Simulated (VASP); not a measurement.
# KBF3 (Pm-3m) in VASP: single point with r2SCAN

Aim: the single point of KBF3 with r2SCAN.

Program: VASP 6.6.1. These are calculated values, not measurements. Logs are shortened: lines on timing, memory, paths and dates and some standing lists are left out, and cuts for length are marked.

**1. The cell of the first run**

The structure is cubic, space group Pm-3m (No. 221). Conventional cell: a = 3.853 Å, b = 3.853 Å, c = 3.853 Å, α = 90.00°, β = 90.00°, γ = 90.00°. Within 3.6 Å of K (site symmetry m-3m) lie 12 F at 2.72 Å and 8 B at 3.34 Å. Within 2.6 Å of B (site symmetry m-3m) lie 6 F at 1.93 Å. F (site symmetry 4/mmm) has 2 B at 1.93 Å within 2.6 Å.

**2. Single point, r2SCAN**

The input, POSCAR:

```
KBF3
1.0
    3.8525030000      0.0000000000      0.0000000000
    0.0000000000      3.8525030000      0.0000000000
    0.0000000000      0.0000000000      3.8525030000
K B F
1 1 3
Direct
    0.5000000000      0.5000000000      0.5000000000
    0.0000000000      0.0000000000      0.0000000000
    0.5000000000      0.0000000000      0.0000000000
    0.0000000000      0.5000000000      0.0000000000
    0.0000000000      0.0000000000      0.5000000000
```

The input, INCAR.step1:

```
PREC = Accurate ; ENCUT = 520
ISMEAR = -5 ; SIGMA = 0.1
LREAL = F ; LASPH = T
NELM = 80 ; NBANDS = 24
GGA = PE ; ALGO = Normal
EDIFF = 1E-4 ; LWAVE = T
LCHARG = F
```

The input, INCAR.step2:

```
PREC = Accurate ; ENCUT = 520
EDIFF = 1E-6 ; ISMEAR = -5
SIGMA = 0.1 ; LREAL = F
LASPH = T ; NELM = 80
ALGO = Normal ; ISIF = 2
LWAVE = F ; LCHARG = T
METAGGA = R2SCAN ; LMIXTAU = T
LELF = T ; LVHAR = T
NBANDS = 24 ; ISTART = 1
```

The input, KPOINTS:

```
Automatic mesh
0
Gamma
  7 7 7
```

Potentials or basis: VASP PAW PBE potentials, release 64 (K_sv, B, F).

Started as:

```console
> cat potpaw_PBE.64/K_sv/POTCAR potpaw_PBE.64/B/POTCAR potpaw_PBE.64/F/POTCAR > POTCAR
> cp INCAR.step1 INCAR
> mpirun -np 1 vasp_std > vasp.out
> cp INCAR.step2 INCAR
> mpirun -np 1 vasp_std > vasp.out
```

OUTCAR:

```text
PREC = Accurate
   ENCUT = 520
   EDIFF = 1E-6
   ISMEAR = -5
   LREAL = F
   LASPH = T
   NELM = 80
   ISIF = 2
   METAGGA = R2SCAN
   ISTART = 1

 ion  position               nearest neighbor table
   1  0.500  0.500  0.500-   3 2.72   4 2.72   5 2.72   3 2.72   4 2.72   3 2.72   5 2.72   3 2.72
                             4 2.72   5 2.72   4 2.72   5 2.72
   2  0.000  0.000  0.000-   3 1.93   4 1.93   5 1.93   5 1.93   4 1.93   3 1.93
   3  0.500  0.000  0.000-   2 1.93   2 1.93   1 2.72   1 2.72   1 2.72   1 2.72
   4  0.000  0.500  0.000-   2 1.93   2 1.93   1 2.72   1 2.72   1 2.72   1 2.72
   5  0.000  0.000  0.500-   2 1.93   2 1.93   1 2.72   1 2.72   1 2.72   1 2.72

  LATTYP: Found a simple cubic cell.
 ALAT       =     3.8525030000

  Lattice vectors:

 A1 = (   3.8525030000,   0.0000000000,   0.0000000000)
 A2 = (   0.0000000000,   3.8525030000,   0.0000000000)
 A3 = (   0.0000000000,   0.0000000000,   3.8525030000)

Analysis of symmetry for initial positions (statically):
=====================================================================
 Subroutine PRICEL returns:
 Original cell was already a primitive cell.

 Routine SETGRP: Setting up the symmetry group for a
 simple cubic supercell.

 Subroutine GETGRP returns: Found 48 space group operations
 (whereof 48 operations were pure point group operations)
 out of a pool of 48 trial point group operations.

The static configuration has the point symmetry O_h .

Analysis of symmetry for dynamics (positions and initial velocities):
=====================================================================
 Subroutine PRICEL returns:
 Original cell was already a primitive cell.

 Routine SETGRP: Setting up the symmetry group for a
 simple cubic supercell.

 Subroutine GETGRP returns: Found 48 space group operations
 (whereof 48 operations were pure point group operations)
 out of a pool of 48 trial point group operations.

The dynamic configuration has the point symmetry O_h .

 Subroutine INISYM returns: Found 48 space group operations
 (whereof 48 operations are pure point group operations),
 and found     1 'primitive' translations

----------------------------------------------------------------------------------------

                                     Primitive cell

  volume of cell :      57.1780

  direct lattice vectors                    reciprocal lattice vectors
     3.852503000  0.000000000  0.000000000     0.259571505  0.000000000  0.000000000
     0.000000000  3.852503000  0.000000000     0.000000000  0.259571505  0.000000000
     0.000000000  0.000000000  3.852503000     0.000000000  0.000000000  0.259571505

  length of vectors
     3.852503000  3.852503000  3.852503000     0.259571505  0.259571505  0.259571505

  position of ions in fractional coordinates (direct lattice)
     0.500000000  0.500000000  0.500000000
     0.000000000  0.000000000  0.000000000
     0.500000000  0.000000000  0.000000000
     0.000000000  0.500000000  0.000000000
     0.000000000  0.000000000  0.500000000

  ion indices of the primitive-cell ions
   primitive index   ion index
                 1           1
                 2           2
                 3           3
                 4           4
                 5           5

----------------------------------------------------------------------------------------

 KPOINTS: Automatic mesh

Automatic generation of k-mesh.
 Grid dimensions read from file:
 generate k-points for:    7    7    7

 Generating k-lattice:

  Cartesian coordinates                     Fractional coordinates (reciprocal lattice)
     0.037081644  0.000000000  0.000000000     0.142857143  0.000000000  0.000000000
     0.000000000  0.037081644  0.000000000     0.000000000  0.142857143  0.000000000
     0.000000000  0.000000000  0.037081644     0.000000000  0.000000000  0.142857143

  Length of vectors
     0.037081644  0.037081644  0.037081644

  Shift w.r.t. Gamma in fractional coordinates (k-lattice)
     0.000000000  0.000000000  0.000000000

 TETIRR: Found    163 inequivalent tetrahedra from     2058

 Subroutine IBZKPT returns following result:
 ===========================================

 Found     20 irreducible k-points:

 Following reciprocal coordinates:
            Coordinates               Weight
  0.000000  0.000000  0.000000      1.000000
  0.142857  0.000000  0.000000      6.000000
  0.285714  0.000000  0.000000      6.000000
  0.428571  0.000000  0.000000      6.000000
  0.142857  0.142857  0.000000     12.000000
  0.285714  0.142857  0.000000     24.000000
[... 12 lines left out ...]
  0.428571  0.428571  0.285714     24.000000
  0.428571  0.428571  0.428571      8.000000
   k-points           NKPTS =     20   k-points in BZ     NKDIM =     20   number of bands    NBANDS=     24
   number of dos      NEDOS =    301   number of ions     NIONS =      5
   total plane-waves  NPLWV =  27000
   dimension x,y,z NGX =    30 NGY =   30 NGZ =   30
   dimension x,y,z NGXF=    60 NGYF=   60 NGZF=   60
   ions per type =               1   1   3
   NGX,Y,Z   is equivalent  to a cutoff of  12.95, 12.95, 12.95 a.u.
   NGXF,Y,Z  is equivalent  to a cutoff of  25.89, 25.89, 25.89 a.u.
 SYSTEM =  unknown system
   PREC   = accura    normal or accurate (medium, high low for compatibility)
   ISTART =      1    job   : 0-new  1-cont  2-samecut
   ICHARG =      0    charge: 1-file 2-atom 10-const
   ISPIN  =      1    spin polarized calculation?
   LNONCOLLINEAR =      F non collinear calculations
   LSORBIT =      F    spin-orbit coupling
   LASPH  =      T    aspherical Exc in radial PAW
   ENCUT  =  520.0 eV  38.22 Ry    6.18 a.u.   7.16  7.16  7.16*2*pi/ulx,y,z
   NELM   =     80;   NELMIN=  2; NELMDL=  0     # of ELM steps
   EDIFF  = 0.1E-05   stopping-criterion for ELM
   LREAL  =      F    real-space projection
   EDIFFG = 0.1E-04   stopping-criterion for IOM
   NSW    =      0    number of steps for IOM
   IBRION =     -1    ionic relax: 0-MD 1-quasi-New 2-CG
   NFREE  =      0    steps in history (QN), initial steepest desc. (CG)
   ISIF   =      2    stress and relaxation
   ISYM   =      2    0-nonsym 1-usesym 2-fastsym
   POTIM  = 0.5000    time-step for ionic-motion
   TEBEG  =    0.0;   TEEND  =   0.0 temperature during run
   PSTRESS=    0.0 pullay stress
   NELECT =      33.0000    total number of electrons
   NUPDOWN=      -1.0000    fix difference up-down
   EMIN   =  10.00;   EMAX   =-10.00  energy-range for DOS
   EFERMI =   0.00;   METHOD = LEGACY
   ISMEAR =    -5;   SIGMA  =   0.10  broadening in eV -4-tet -1-fermi 0-gaus
   EFERMI_NEDOS =   21; number of points for ismear=-14 and -15
   IALGO  =     38    algorithm
   IMIX   =      4    mixing-type and parameters
     AMIX     =   0.40;   BMIX     =  1.00
     AMIX_MAG =   1.60;   BMIX_MAG =  1.00
  volume/ion in A,a.u.               =      11.44        77.17
  Fermi-wavevector in a.u.,A,eV,Ry     =   1.363023  2.575740 25.277332  1.857831
  Thomas-Fermi vector in A             =   2.489462
   LORBIT       =      0    0 simple, 1 ext, 2 COOP (PROOUT), +10 PAW based schemes
   METAGGA = R2SCAN    functional components
   LHFCALC =     F    Hartree Fock is set to
   AEXX    =    0.0000 exact exchange contribution
   IVDW    =     0    specifies the selected vdW correction
   LEPSILON=     F    determine dielectric tensor
   LRPA    =     F    only Hartree local field effects (RPA)
 non-spin polarized calculation
 Fermi weights with tetrahedron method with Bloechl corrections
  energy-cutoff  :      520.00
  volume of cell :       57.18
 maximum number of plane-waves:      1554
 NGX is ok and might be reduce to    30
   NGX = 15   NGY = 15   NGZ = 15

 number of electron      33.0000037 magnetization

 Free energy of the ion-electron system (eV)
  ---------------------------------------------------
  ext. energy  EPLUGINS =         0.00000000
  ---------------------------------------------------
  free energy    TOTEN  =       -31.21324037 eV

  energy without entropy =      -31.21324037  energy(sigma->0) =      -31.21324037

 E-fermi :   3.0711     XC(G=0): -10.7751

 val. band max:        2.9508316255   @ k =   0.4286   0.1429   0.1429
 cond. band min:       3.0503321752   @ k =   0.2857   0.2857   0.2857
 fundamental gap:      0.0995005497
 Fermi energy:         3.0711157286

 k-point     1 :       0.0000    0.0000    0.0000
  band No.  band energies     occupation
      1     -28.1985      2.00000
      2     -23.9588      2.00000
      3     -22.9780      2.00000
      4     -22.9780      2.00000
      5     -10.9437      2.00000
      6     -10.9437      2.00000
[... 16 lines left out ...]
     23       9.9797      0.00000
     24      11.8105      0.00000

 k-point     2 :       0.1429    0.0000    0.0000
  band No.  band energies     occupation
      1     -28.1874      2.00000
      2     -23.9319      2.00000
      3     -23.0305      2.00000
      4     -22.9758      2.00000
      5     -10.9303      2.00000
      6     -10.9242      2.00000
[... 16 lines left out ...]
     23       9.8520      0.00000
     24      11.9057      0.00000

 k-point     3 :       0.2857    0.0000    0.0000
  band No.  band energies     occupation
      1     -28.1621      2.00000
      2     -23.8573      2.00000
      3     -23.1625      2.00000
      4     -22.9718      2.00000
      5     -10.9015      2.00000
      6     -10.8795      2.00000
[... 16 lines left out ...]
     23      10.8457      0.00000
     24      12.1424      0.00000
[... 406 lines left out ...]
 k-point    19 :       0.4286    0.4286    0.2857
  band No.  band energies     occupation
      1     -28.0913      2.00000
      2     -23.4306      2.00000
      3     -23.3255      2.00000
      4     -23.2758      2.00000
      5     -11.1094      2.00000
      6     -11.1035      2.00000
[... 16 lines left out ...]
     23      12.1001      0.00000
     24      12.3264      0.00000

 k-point    20 :       0.4286    0.4286    0.4286
  band No.  band energies     occupation
      1     -28.0836      2.00000
      2     -23.3756      2.00000
      3     -23.3172      2.00000
      4     -23.3172      2.00000
      5     -11.1636      2.00000
      6     -11.1636      2.00000
[... 16 lines left out ...]
     23      11.9460      0.00000
     24      13.3571      0.00000

------------------------ aborting loop because EDIFF is reached ----------------------------------------

  FORCE on cell =-STRESS in cart. coord.  units (eV):
  Direction    XX          YY          ZZ          XY          YZ          ZX
  --------------------------------------------------------------------------------------
  -------------------------------------------------------------------------------------
  Total       -0.7827361     -0.7827361     -0.7827361      0.0000000      0.0000000     -0.0000000
  in kB      -21.9329467    -21.9329467    -21.9329467      0.0000000      0.0000000     -0.0000000
  external PRESSURE =     -21.9329467 kB  Pullay stress =       0.0000000 kB

 VOLUME and BASIS-vectors are now :
 -----------------------------------------------------------------------------
  energy-cutoff  :      520.00
  volume of cell :       57.18
      direct lattice vectors                 reciprocal lattice vectors
     3.852503000  0.000000000  0.000000000     0.259571505  0.000000000  0.000000000
     0.000000000  3.852503000  0.000000000     0.000000000  0.259571505  0.000000000
     0.000000000  0.000000000  3.852503000     0.000000000  0.000000000  0.259571505

 POSITION                                       TOTAL-FORCE (eV/Angst)
 -----------------------------------------------------------------------------------
      1.92625      1.92625      1.92625         0.000000      0.000000      0.000000
      0.00000      0.00000      0.00000         0.000000      0.000000      0.000000
      1.92625      0.00000      0.00000         0.000000      0.000000      0.000000
      0.00000      1.92625      0.00000         0.000000      0.000000      0.000000
      0.00000      0.00000      1.92625         0.000000      0.000000      0.000000
 -----------------------------------------------------------------------------------
    total drift:                                0.000000     -0.000000      0.000000

  FREE ENERGIE OF THE ION-ELECTRON SYSTEM (eV)
  ---------------------------------------------------
  free  energy   TOTEN  =       -31.2132403740 eV

  energy  without entropy=      -31.2132403740  energy(sigma->0) =      -31.21324037
```

It took 49 s on 1 thread of Intel Xeon 6975P-C (Granite Rapids), shared host; peak memory 0.18 GiB.

What came out:

```yaml
Free_energy: -31.2132 eV
Pressure: -2.2 GPa
```

Caveat: the PAW data sets were made with another functional, which shifts forces and pressure a little; an odd number of electrons without spin polarisation forces a metal; a magnetic or distorted state may lie lower; tetrahedron occupations give inexact forces and stress in metals.
